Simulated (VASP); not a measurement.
A run of VASP 6.6.1 is set up as follows.

Contents of INCAR:

```
SYSTEM = HfC
PREC = Accurate
ENCUT = 520
EDIFF = 1E-6
ISMEAR = -1
SIGMA = 0.05
LREAL = .FALSE.
LASPH = .TRUE.
NELM = 80
ALGO = Normal
ISIF = 2
LWAVE = .FALSE.
LCHARG = .TRUE.
GGA = PS
LELF = .TRUE.
LVHAR = .TRUE.
NBANDS = 22
```

File KPOINTS:

```
Automatic mesh
0
G
  7 7 4
  0 0 0
```

The input POSCAR:

```
HfC
1.0
    3.3428660000      0.0000000000      0.0000000000
   -1.6714330000      2.8950068774      0.0000000000
    0.0000000000      0.0000000000      5.2027140000
Hf C
2 2
Direct
    0.6666666667      0.3333333333      0.7500000000
    0.3333333333      0.6666666667      0.2500000000
    0.0000000000      0.0000000000      0.0000000000
    0.0000000000      0.0000000000      0.5000000000
```

Potentials or basis: VASP PAW PBE potentials, release 64 (Hf_pv, C).

Command:

```console
$ cat potpaw_PBE.64/Hf_pv/POTCAR potpaw_PBE.64/C/POTCAR > POTCAR
$ mpirun -np 1 vasp_std > vasp.out
```

Problem. Predict the pressure.

Solution. -7.9 GPa.

Problem. Predict the band gap on the k mesh.

Solution. Zero (band 14 reaches 7.25 eV, above the bottom of band 15 at 6.06 eV).

Stress tensor (GPa, compression positive):
```
-9.73  0.00  0.00
 0.00 -9.73  0.00
 0.00  0.00 -4.26
```

Caveat: the PAW data sets were made with another functional, which shifts forces and pressure a little; spin-orbit coupling is left out, which moves the levels of the heavy elements.
